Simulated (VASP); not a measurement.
B8P7C (a cell with a defect), 16 atoms in the cell. The cell holds a defect, 16 atoms: a = 6.393 Å, b = 6.393 Å, c = 6.393 Å, α = 60.00°, β = 60.00°, γ = 60.00°. 

| Property | Result |
| --- | --- |
| Program | VASP 6.6.1 |
| Task | single point |
| Functional | PBEsol |
| Potentials or basis | VASP PAW PBE potentials, release 64 (B, P, C) |
| Cutoff | 520 eV |
| k mesh | 2 × 2 × 2, shifted |
| Occupations | fermi-dirac, width 0.05 eV |
| Spin | no spin polarisation |
| Dipole correction | no |
| Charge | -1 |
| Further INCAR settings | LREAL = Auto; ALGO = Normal; EDIFF = 1e-06; NBANDS = 46; NELECT = 64.0 |

Potentials or basis: VASP PAW PBE potentials, release 64 (B, P, C).

Run with:

```sh
$ cat potpaw_PBE.64/B/POTCAR potpaw_PBE.64/P/POTCAR potpaw_PBE.64/C/POTCAR > POTCAR
$ mpirun -np 1 vasp_std > vasp.out
```

Hardware: 1 thread of AMD EPYC 7R13, on a shared host.

Q: How long does it take, and how much memory?

A: Wall time 12 min on 1 thread of AMD EPYC 7R13, with other jobs on the host, peak memory 0.34 GiB. Counts: scf iterations 14, k points 16.
